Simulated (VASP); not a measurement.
Na2Sb, 3 atoms in the cell. The structure is tetragonal, space group P4/mmm (No. 123). Conventional cell: a = 3.308 Å, b = 3.308 Å, c = 4.673 Å, α = 90.00°, β = 90.00°, γ = 90.00°. Na (site symmetry mmm) has 4 Na at 2.34 Å and 4 Sb at 2.86 Å within 3.1 Å. Within 3.8 Å of Sb (site symmetry 4/mmm) lie 8 Na at 2.86 Å and 4 Sb at 3.31 Å.  This cell differs from its parent crystal: volume scaled by 1.02.

| Item | Value |
| --- | --- |
| Program | VASP 6.6.1 |
| Task | single point |
| Functional | PBE |
| Potentials or basis | VASP PAW PBE potentials, release 64 (Na_pv, Sb) |
| Cutoff | 520 eV |
| k mesh | 8 × 8 × 6 |
| Occupations | fermi-dirac, width 0.05 eV |
| Spin | no spin polarisation |
| Dipole correction | no |
| Further INCAR settings | ALGO = Fast; EDIFF = 1e-06; NBANDS = 16 |

Potentials or basis: VASP PAW PBE potentials, release 64 (Na_pv, Sb).

Run with:

```console
$ cat potpaw_PBE.64/Na_pv/POTCAR potpaw_PBE.64/Sb/POTCAR > POTCAR
$ mpirun -np 1 vasp_std > vasp.out
```

Hardware: 1 thread of Intel(R) Xeon(R) Platinum 8488C (Sapphire Rapids), with other jobs on the host.

**Question.** How long does it take, and how much memory?

**Answer.** Wall time 27 s on 1 thread of Intel(R) Xeon(R) Platinum 8488C (Sapphire Rapids), on a shared host, peak memory 0.19 GiB. Counts: scf iterations 13, k points 60.
